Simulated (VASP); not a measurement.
# HgTe (I-4m2) in VASP: a series of runs

HgTe is run at these levels: PBEsol; tasks: single point.

Program: VASP 6.6.1. These are calculated values, not measurements. Logs are shortened: lines on timing, memory, paths and dates and some standing lists are left out, and cuts for length are marked.

## (1) The cell of the first run

Symmetry: I-4m2, No. 119, tetragonal system. The conventional cell has a = 6.091 Å, b = 6.091 Å, c = 3.119 Å, α = 90.00°, β = 90.00°, γ = 90.00°. Hg (site symmetry -4m2) has 2 Hg at 3.12 Å and 8 Te at 3.14 to 3.84 Å within 4.1 Å. Within 4.1 Å of Te (site symmetry -4m2) lie 2 Te at 3.12 Å and 8 Hg at 3.14 to 3.84 Å.

## (2) Single point, PBEsol

INCAR reads:

```
SYSTEM = HgTe
ALGO = Normal ; EDIFF = 1E-6
ENCUT = 520 ; GGA = PS
ISIF = 2 ; ISMEAR = -1
LASPH = .TRUE. ; LCHARG = .FALSE.
LREAL = .FALSE. ; LWAVE = .FALSE.
NBANDS = 16 ; NELM = 80
PREC = Accurate ; SIGMA = 0.1
```

KPOINTS reads:

```
k-points
0
G
  6 6 6
  0 0 0
```

POSCAR reads:

```
HgTe
1.0
    4.5807370000      0.0000000000      0.0000000000
   -3.5190043409      2.9325347248      0.0000000000
   -0.5308662535     -1.4662671524      4.3071328192
Hg Te
1 1
Direct
    0.2500000000      0.7500000000      0.5000000000
    0.0000000000      0.0000000000      0.0000000000
```

Potentials or basis: VASP PAW PBE potentials, release 64 (Hg, Te).

Started as:

```bash
$ cat potpaw_PBE.64/Hg/POTCAR potpaw_PBE.64/Te/POTCAR > POTCAR
$ mpirun -np 1 vasp_std > vasp.out
```

OUTCAR:

```text
SYSTEM = HgTe
   EDIFF = 1E-6
   ENCUT = 520
   GGA = PS
   ISIF = 2
   ISMEAR = -1
   LASPH = .TRUE.
   LREAL = .FALSE.
   NELM = 80
   PREC = Accurate

 ion  position               nearest neighbor table
   1  0.250  0.750  0.500-   2 3.14   2 3.14   2 3.14   2 3.14
   2  0.000  0.000  0.000-   1 3.14   1 3.14   1 3.14   1 3.14

  LATTYP: Found a body centered tetragonal cell.
 ALAT       =     6.0912055906
 C/A-ratio  =     0.5120200963

  Lattice vectors:

 A1 = (   4.5807370000,   0.0000000000,   0.0000000000)
 A2 = (  -3.5190043409,   2.9325347248,   0.0000000000)
 A3 = (  -0.5308662535,  -1.4662671524,   4.3071328192)

Analysis of symmetry for initial positions (statically):
=====================================================================
 Subroutine PRICEL returns:
 Original cell was already a primitive cell.

 Routine SETGRP: Setting up the symmetry group for a
 body centered tetragonal supercell.

 Subroutine GETGRP returns: Found  8 space group operations
 (whereof  8 operations were pure point group operations)
 out of a pool of 16 trial point group operations.

The static configuration has the point symmetry D_2d.

Analysis of symmetry for dynamics (positions and initial velocities):
=====================================================================
 Subroutine PRICEL returns:
 Original cell was already a primitive cell.

 Routine SETGRP: Setting up the symmetry group for a
 body centered tetragonal supercell.

 Subroutine GETGRP returns: Found  8 space group operations
 (whereof  8 operations were pure point group operations)
 out of a pool of 16 trial point group operations.

The dynamic configuration has the point symmetry D_2d.

 Subroutine INISYM returns: Found  8 space group operations
 (whereof  8 operations are pure point group operations),
 and found     1 'primitive' translations

----------------------------------------------------------------------------------------

                                     Primitive cell

  volume of cell :      57.8584

  direct lattice vectors                    reciprocal lattice vectors
     4.580737000  0.000000000  0.000000000     0.218305482  0.261963800  0.116086489
    -3.519004341  2.932534725  0.000000000     0.000000000  0.341001930  0.116086489
    -0.530866254 -1.466267152  4.307132819     0.000000000  0.000000000  0.232173012

  length of vectors
     4.580737000  4.580737000  4.580737000     0.360219918  0.360219918  0.232173012

  position of ions in fractional coordinates (direct lattice)
     0.250000000  0.750000000  0.500000000
     0.000000000  0.000000000  0.000000000

  ion indices of the primitive-cell ions
   primitive index   ion index
                 1           1
                 2           2

----------------------------------------------------------------------------------------

 KPOINTS: k-points

Automatic generation of k-mesh.
 Grid dimensions read from file:
 generate k-points for:    6    6    6

 Generating k-lattice:

  Cartesian coordinates                     Fractional coordinates (reciprocal lattice)
     0.036384247  0.043660633  0.019347748     0.166666667  0.000000000  0.000000000
     0.000000000  0.056833655  0.019347748     0.000000000  0.166666667  0.000000000
     0.000000000  0.000000000  0.038695502     0.000000000  0.000000000  0.166666667

  Length of vectors
     0.060036653  0.060036653  0.038695502

  Shift w.r.t. Gamma in fractional coordinates (k-lattice)
     0.000000000  0.000000000  0.000000000

 Subroutine IBZKPT returns following result:
 ===========================================

 Found     30 irreducible k-points:

 Following reciprocal coordinates:
            Coordinates               Weight
  0.000000  0.000000  0.000000      1.000000
  0.166667  0.000000  0.000000      8.000000
  0.333333  0.000000  0.000000      8.000000
  0.500000  0.000000  0.000000      4.000000
  0.166667  0.166667  0.000000      8.000000
  0.333333  0.166667  0.000000     16.000000
[... 16 lines left out ...]
 -0.333333 -0.333333  0.166667      8.000000
 -0.166667 -0.333333  0.166667      8.000000
 [... further k-points ...]
   k-points           NKPTS =     30   k-points in BZ     NKDIM =     30   number of bands    NBANDS=     16
   number of dos      NEDOS =    301   number of ions     NIONS =      2
   total plane-waves  NPLWV =  46656
   dimension x,y,z NGX =    36 NGY =   36 NGZ =   36
   dimension x,y,z NGXF=    72 NGYF=   72 NGZF=   72
   ions per type =               1   1
   NGX,Y,Z   is equivalent  to a cutoff of  13.07, 13.07, 13.07 a.u.
   NGXF,Y,Z  is equivalent  to a cutoff of  26.13, 26.13, 26.13 a.u.
 SYSTEM =  HgTe
   PREC   = accura    normal or accurate (medium, high low for compatibility)
   ISTART =      0    job   : 0-new  1-cont  2-samecut
   ICHARG =      2    charge: 1-file 2-atom 10-const
   ISPIN  =      1    spin polarized calculation?
   LNONCOLLINEAR =      F non collinear calculations
   LSORBIT =      F    spin-orbit coupling
   LASPH  =      T    aspherical Exc in radial PAW
   ENCUT  =  520.0 eV  38.22 Ry    6.18 a.u.   8.52  8.52  8.52*2*pi/ulx,y,z
   NELM   =     80;   NELMIN=  2; NELMDL= -5     # of ELM steps
   EDIFF  = 0.1E-05   stopping-criterion for ELM
   LREAL  =      F    real-space projection
   EDIFFG = 0.1E-04   stopping-criterion for IOM
   NSW    =      0    number of steps for IOM
   IBRION =     -1    ionic relax: 0-MD 1-quasi-New 2-CG
   NFREE  =      0    steps in history (QN), initial steepest desc. (CG)
   ISIF   =      2    stress and relaxation
   ISYM   =      2    0-nonsym 1-usesym 2-fastsym
   POTIM  = 0.5000    time-step for ionic-motion
   TEBEG  =    0.0;   TEEND  =   0.0 temperature during run
   PSTRESS=    0.0 pullay stress
   NELECT =      18.0000    total number of electrons
   NUPDOWN=      -1.0000    fix difference up-down
   EMIN   =  10.00;   EMAX   =-10.00  energy-range for DOS
   EFERMI =   0.00;   METHOD = LEGACY
   ISMEAR =    -1;   SIGMA  =   0.10  broadening in eV -4-tet -1-fermi 0-gaus
   EFERMI_NEDOS =   21; number of points for ismear=-14 and -15
   IALGO  =     38    algorithm
   IMIX   =      4    mixing-type and parameters
     AMIX     =   0.40;   BMIX     =  1.00
     AMIX_MAG =   1.60;   BMIX_MAG =  1.00
  volume/ion in A,a.u.               =      28.93       195.22
  Fermi-wavevector in a.u.,A,eV,Ry     =   1.109286  2.096246 16.742169  1.230515
  Thomas-Fermi vector in A             =   2.245823
   LORBIT       =      0    0 simple, 1 ext, 2 COOP (PROOUT), +10 PAW based schemes
   GGA     = PS    functional components
   LHFCALC =     F    Hartree Fock is set to
   AEXX    =    0.0000 exact exchange contribution
   IVDW    =     0    specifies the selected vdW correction
   LEPSILON=     F    determine dielectric tensor
   LRPA    =     F    only Hartree local field effects (RPA)
 non-spin polarized calculation
  energy-cutoff  :      520.00
  volume of cell :       57.86
 maximum number of plane-waves:      1586
 NGX is ok and might be reduce to    36
   NGX = 17   NGY = 17   NGZ = 17

 number of electron      18.0000002 magnetization

 Free energy of the ion-electron system (eV)
  ---------------------------------------------------
  ext. energy  EPLUGINS =         0.00000000
  ---------------------------------------------------
  free energy    TOTEN  =        -3.97827916 eV

  energy without entropy =       -3.91968463  energy(sigma->0) =       -3.94898189

 E-fermi :   4.4411     XC(G=0):  -9.9932

 val. band max:        4.4167974580   @ k =  -0.1667  -0.3333   0.1667
 cond. band min:       4.4476123871   @ k =  -0.3333   0.5000   0.3333
 fundamental gap:      0.0308149292
 Fermi energy:         4.4410599065

 k-point     1 :       0.0000    0.0000    0.0000
  band No.  band energies     occupation
      1      -8.2927      2.00000
      2      -2.9978      2.00000
      3      -2.3121      2.00000
      4      -2.2336      2.00000
      5      -1.7857      2.00000
      6      -1.7857      2.00000
[... 8 lines left out ...]
     15      14.3521      0.00000
     16      15.3196      0.00000

 k-point     2 :       0.1667    0.0000    0.0000
  band No.  band energies     occupation
      1      -7.8587      2.00000
      2      -2.6028      2.00000
      3      -2.2690      2.00000
      4      -2.2606      2.00000
      5      -1.9953      2.00000
      6      -1.9857      2.00000
[... 8 lines left out ...]
     15      13.7451      0.00000
     16      13.9112      0.00000

 k-point     3 :       0.3333    0.0000    0.0000
  band No.  band energies     occupation
      1      -6.7145      2.00000
      2      -2.4223      2.00000
      3      -2.3732      2.00000
      4      -2.2409      2.00000
      5      -2.0865      2.00000
      6      -1.8635      2.00000
[... 8 lines left out ...]
     15      12.2134      0.00000
     16      14.8284      0.00000

 k-point     4 :       0.5000    0.0000    0.0000
  band No.  band energies     occupation
      1      -5.8259      2.00000
      2      -2.5901      2.00000
      3      -2.4739      2.00000
      4      -2.2175      2.00000
      5      -2.0208      2.00000
      6      -1.8306      2.00000
[... 8 lines left out ...]
     15      14.0266      0.00000
     16      14.4217      0.00000

 k-point     5 :       0.1667    0.1667    0.0000
  band No.  band energies     occupation
      1      -6.7877      2.00000
      2      -2.4295      2.00000
      3      -2.3763      2.00000
      4      -2.2314      2.00000
      5      -2.1111      2.00000
      6      -1.8238      2.00000
[... 8 lines left out ...]
     15      12.8206      0.00000
     16      12.9886      0.00000

 k-point     6 :       0.3333    0.1667    0.0000
  band No.  band energies     occupation
      1      -5.8256      2.00000
      2      -2.6460      2.00000
      3      -2.4873      2.00000
      4      -2.1971      2.00000
      5      -2.0303      2.00000
      6      -1.7080      2.00000
[... 8 lines left out ...]
     15      13.4916      0.00000
     16      14.4617      0.00000

 k-point     7 :       0.5000    0.1667    0.0000
  band No.  band energies     occupation
      1      -6.5564      2.00000
      2      -2.4500      2.00000
      3      -2.3522      2.00000
      4      -2.2144      2.00000
      5      -2.0535      2.00000
      6      -1.9413      2.00000
[... 8 lines left out ...]
     15      13.5234      0.00000
     16      14.3789      0.00000

 k-point     8 :      -0.3333    0.1667   -0.0000
  band No.  band energies     occupation
      1      -7.6762      2.00000
      2      -2.6144      2.00000
      3      -2.3931      2.00000
      4      -2.2774      2.00000
      5      -1.9843      2.00000
      6      -1.9410      2.00000
[... 8 lines left out ...]
     15      13.8746      0.00000
     16      15.4900      0.00000

 k-point     9 :      -0.1667    0.1667   -0.0000
  band No.  band energies     occupation
      1      -8.1840      2.00000
      2      -3.0050      2.00000
      3      -2.3284      2.00000
      4      -2.3122      2.00000
      5      -1.7887      2.00000
      6      -1.7694      2.00000
[... 8 lines left out ...]
     15      15.7175      0.00000
     16      16.0911      0.00000
[... 172 lines left out ...]
 k-point    19 :      -0.1667    0.3333    0.1667
  band No.  band energies     occupation
      1      -7.5489      2.00000
      2      -2.6275      2.00000
      3      -2.4295      2.00000
      4      -2.2253      2.00000
      5      -1.9627      2.00000
      6      -1.9319      2.00000
[... 8 lines left out ...]
     15      14.6097      0.00000
     16      15.5694      0.00000

 k-point    20 :       0.5000    0.5000    0.1667
  band No.  band energies     occupation
      1      -7.7712      2.00000
      2      -3.0523      2.00000
      3      -2.4992      2.00000
      4      -2.4419      2.00000
      5      -1.7540      2.00000
      6      -1.7462      2.00000
[... 8 lines left out ...]
     15      15.1199      0.00000
     16      15.6025      0.00000

 k-point    21 :      -0.3333    0.5000    0.1667
  band No.  band energies     occupation
      1      -7.4111      2.00000
      2      -2.6365      2.00000
      3      -2.3515      2.00000
      4      -2.2152      2.00000
      5      -1.9615      2.00000
      6      -1.8877      2.00000
[... 8 lines left out ...]
     15      15.0961      0.00000
     16      15.6343      0.00000

 k-point    22 :      -0.1667    0.5000    0.1667
  band No.  band energies     occupation
      1      -6.4779      2.00000
      2      -2.4425      2.00000
      3      -2.4306      2.00000
      4      -2.0602      2.00000
      5      -2.0164      2.00000
      6      -1.9369      2.00000
[... 8 lines left out ...]
     15      14.1102      0.00000
     16      15.3833      0.00000

 k-point    23 :      -0.3333   -0.3333    0.1667
  band No.  band energies     occupation
      1      -6.4375      2.00000
      2      -2.4783      2.00000
      3      -2.4146      2.00000
      4      -2.0701      2.00000
      5      -2.0077      2.00000
      6      -1.8228      2.00000
[... 8 lines left out ...]
     15      14.7436      0.00000
     16      15.0938      0.00000

 k-point    24 :      -0.1667   -0.3333    0.1667
  band No.  band energies     occupation
      1      -5.8745      2.00000
      2      -2.5962      2.00000
      3      -2.5771      2.00000
      4      -2.3060      2.00000
      5      -2.0317      2.00000
      6      -1.5165      2.00000
[... 8 lines left out ...]
     15      14.5460      0.00000
     16      16.0756      0.00000

 [... further k-points ...]
[... 5 lines left out ...]
  --------------------------------------------------------------------------------------
  -------------------------------------------------------------------------------------
  Total       -1.1032421     -1.1100173     -1.1022201     -0.0028230     -0.0000001     -0.0000000
  in kB      -30.5502406    -30.7378533    -30.5219391     -0.0781728     -0.0000015     -0.0000005
  external PRESSURE =     -30.6033444 kB  Pullay stress =       0.0000000 kB

 VOLUME and BASIS-vectors are now :
 -----------------------------------------------------------------------------
  energy-cutoff  :      520.00
  volume of cell :       57.86
      direct lattice vectors                 reciprocal lattice vectors
     4.580737000  0.000000000  0.000000000     0.218305482  0.261963800  0.116086489
    -3.519004341  2.932534725  0.000000000     0.000000000  0.341001930  0.116086489
    -0.530866254 -1.466267152  4.307132819     0.000000000  0.000000000  0.232173012

 POSITION                                       TOTAL-FORCE (eV/Angst)
 -----------------------------------------------------------------------------------
     -1.75950      1.46627      2.15357        -0.000000      0.000000      0.000000
      0.00000      0.00000      0.00000         0.000000     -0.000000     -0.000000
 -----------------------------------------------------------------------------------
    total drift:                                0.000001     -0.000000     -0.000000

  FREE ENERGIE OF THE ION-ELECTRON SYSTEM (eV)
  ---------------------------------------------------
  free  energy   TOTEN  =        -3.9782791596 eV

  energy  without entropy=       -3.9196846273  energy(sigma->0) =       -3.94898189
```

Wall time 32 s (1 thread of Intel Xeon 6975P-C, shared host); peak memory 0.21 GiB.

Results:

* Free energy: -3.9783 eV
* Pressure: -3.1 GPa
* Band gap on the k mesh: zero (band 9 reaches 5.74 eV, above the bottom of band 10 at 1.90 eV)

Caveat: the k points lie up to 0.38 Å⁻¹ apart; the PAW data sets were made with another functional, which shifts forces and pressure a little; spin-orbit coupling is left out, which moves the levels of the heavy elements.

## (3) Single point, PBEsol

INCAR reads:

```
SYSTEM = HgTe
ALGO = Normal
EDIFF = 1E-6
ENCUT = 520
GGA = PS
ISIF = 2
ISMEAR = -1
LASPH = .True.
LCHARG = .False.
LREAL = .False.
LWAVE = .False.
NBANDS = 16
NELM = 80
PREC = Accurate
SIGMA = 0.1
```

KPOINTS reads:

```
k-points
0
Gamma
  7 7 7
  0 0 0
```

POSCAR is that of step 2.

Potentials or basis: VASP PAW PBE potentials, release 64 (Hg, Te).

Started as:

```bash
$ cat potpaw_PBE.64/Hg/POTCAR potpaw_PBE.64/Te/POTCAR > POTCAR
$ mpirun -np 1 vasp_std > vasp.out
```

It took 40 s on 1 thread of Intel Xeon 6975P-C, shared host; peak memory 0.22 GiB.

Results (log left out):

* Free energy: -4.1087 eV
* Pressure: -3.4 GPa
* Band gap on the k mesh: zero (band 9 reaches 5.33 eV, above the bottom of band 10 at 2.58 eV)

Stress tensor (GPa, compression positive):
```
-2.70 -1.07  0.00
-1.07 -5.28  0.00
 0.00  0.00 -2.31
```

Levels at points of the mesh, in eV from the Fermi level:
| k point | band 7 | band 8 | band 9 | band 10 | band 11 | band 12 |
| --- | --- | --- | --- | --- | --- | --- |
| (0.00, 0.00, 0.00) | -3.53 | -2.54 | -2.54 | 3.26 | 4.50 | 6.83 |

Caveat: the PAW data sets were made with another functional, which shifts forces and pressure a little; spin-orbit coupling is left out, which moves the levels of the heavy elements.
